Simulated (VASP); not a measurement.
Input of a VASP 6.6.1 run:

File INCAR:

```
PREC     = Accurate       # precision mode
ENCUT    = 520            # plane-wave cutoff, eV
EDIFF    = 1E-7           # SCF threshold, eV
ISMEAR   = -1             # smearing method
SIGMA    = 0.05           # smearing width, eV
LREAL    = Auto         
LASPH    = True           # aspherical terms in the spheres
NELM     = 80             # most SCF steps
ALGO     = Normal         # electronic algorithm
ISIF     = 2              # what is computed and relaxed
LWAVE    = False          # write WAVECAR
LCHARG   = False          # write CHGCAR
GGA      = PE             # functional
ISYM     = 0            
NBANDS   = 122            # bands
```

Contents of KPOINTS:

```
regular mesh
0
Gamma
  1 1 1
```

The input POSCAR:

```
SnO2
1.0
    6.7155290000      0.0495070000     -0.2513230000
    0.0495070000      6.9412360000     -0.0896220000
   -0.2513230000     -0.0896220000      7.0388050000
Sn O
8 16
Direct
    0.4845649326      0.6269750240      0.5154980239
    0.2739031448      0.3352583364      0.8640440647
    0.7444473597      0.1593601805      0.7297870763
    0.4281499742      0.7980088473      0.9877949574
    0.9842545017      0.8708473178      0.4483858940
    0.4278670468      0.1234973413      0.3053224103
    0.0348426177      0.3959062164      0.2714225864
    0.8548719395      0.6742197042      0.9005180423
    0.4549326668      1.0425578383      0.6304294779
    0.1682898143      0.6118498698      0.4650071014
    0.4439423313      0.8189732420      0.2848943732
    0.3817379463      0.0920600179      0.0016626585
    0.7787105320      0.7147975645      0.5879829679
    0.3907139553      0.8607377446      0.6820523429
    0.8952854777      0.6711054878      0.2058029237
    0.7328376628      0.1748013505      0.3980275070
    0.5739788344      0.5510729978      0.9221697926
    0.0190817401      0.0439385533      0.6772728526
    0.4690438104      0.3667279705      0.6296594936
    0.1176300468      0.1019021802      0.2968087358
    0.7263687812      0.9460199060      0.9467069165
    0.1633501863      0.6511029849      0.9045374621
    0.9375444647      0.3522770209      0.9154443487
    0.3255895915      0.4064309830      0.2002782163
```

Potentials or basis: VASP PAW PBE potentials, release 64 (Sn_d, O).

Run with:

```bash
$ cat potpaw_PBE.64/Sn_d/POTCAR potpaw_PBE.64/O/POTCAR > POTCAR
$ mpirun -np 1 vasp_gam > vasp.out
```

Estimate the band gap on the k mesh.

1.91 eV.

Estimate the largest force.

1.857 eV/Å.

Estimate the pressure.

-2.3 GPa.

Stress tensor (GPa, compression positive):
```
-1.29 -2.22 -4.23
-2.22 -5.18  3.19
-4.23  3.19 -0.41
```

Caveat: the k points lie up to 0.94 Å⁻¹ apart; spin-orbit coupling is left out, which moves the levels of the heavy elements.
